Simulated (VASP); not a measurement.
# ZnCd2S3: single point with PBE

Crystal: ZnCd2S3.

```xyz
12
Lattice="4.0680 0.0000 0.0000 -2.0340 3.5230 0.0000 0.0000 0.0000 20.1031" Properties=species:S:1:pos:R:3 pbc="T T T"
Zn    2.0340    1.1743    6.6993
Zn    0.0000    2.3486   16.7508
Cd    0.0000    0.0000   20.0451
Cd    0.0000    0.0000    9.9936
Cd    0.0000    2.3486    3.4504
Cd    2.0340    1.1743   13.5019
S     0.0000    0.0000    2.4922
S     0.0000    0.0000   12.5437
S     0.0000    2.3486    6.0104
S     2.0340    1.1743   16.0619
S     2.0340    1.1743    9.0474
S     0.0000    2.3486   19.0989
```

| Property | Result |
| --- | --- |
| Program | VASP 6.6.1 |
| Task | single point |
| Functional | PBE |
| Potentials or basis | VASP PAW PBE potentials, release 64 (Zn, Cd, S) |
| Cutoff | 520 eV |
| k mesh | 6 × 6 × 1 |
| Occupations | gaussian, width 0.1 eV |
| Spin | no spin polarisation |

```
Pressure               : 0.3 GPa
Largest force          : 0.022 eV/Å
Band gap on the k mesh : 1.18 eV
```

Forces in eV/Å, atoms in the order of the input:
```
Zn   0.000  0.000 -0.005
Zn   0.000  0.000 -0.005
Cd   0.000  0.000  0.009
Cd   0.000  0.000  0.009
Cd   0.000  0.000  0.012
Cd   0.000  0.000  0.012
S    0.000  0.000 -0.008
S    0.000  0.000 -0.008
S    0.000  0.000  0.016
S    0.000  0.000  0.016
S    0.000  0.000 -0.022
S    0.000  0.000 -0.022
```

Levels at points of the mesh, in eV from the valence-band top:
```
           k point  band 50  band 51  band 52  band 53  band 54  band 55  band 56  band 57  band 58  band 59
(0.00, 0.00, 0.00)    -0.14    -0.12    -0.12     0.00     0.00     1.18     2.19     2.50     2.78     3.06
(0.50, 0.00, 0.00)    -1.33    -1.11    -0.96    -0.94    -0.71     3.02     3.36     3.62     3.64     3.93
```

It took 110 s on 1 thread of Intel(R) Xeon(R) 6975P-C (Granite Rapids), with other jobs on the host, peak memory 0.38 GiB.
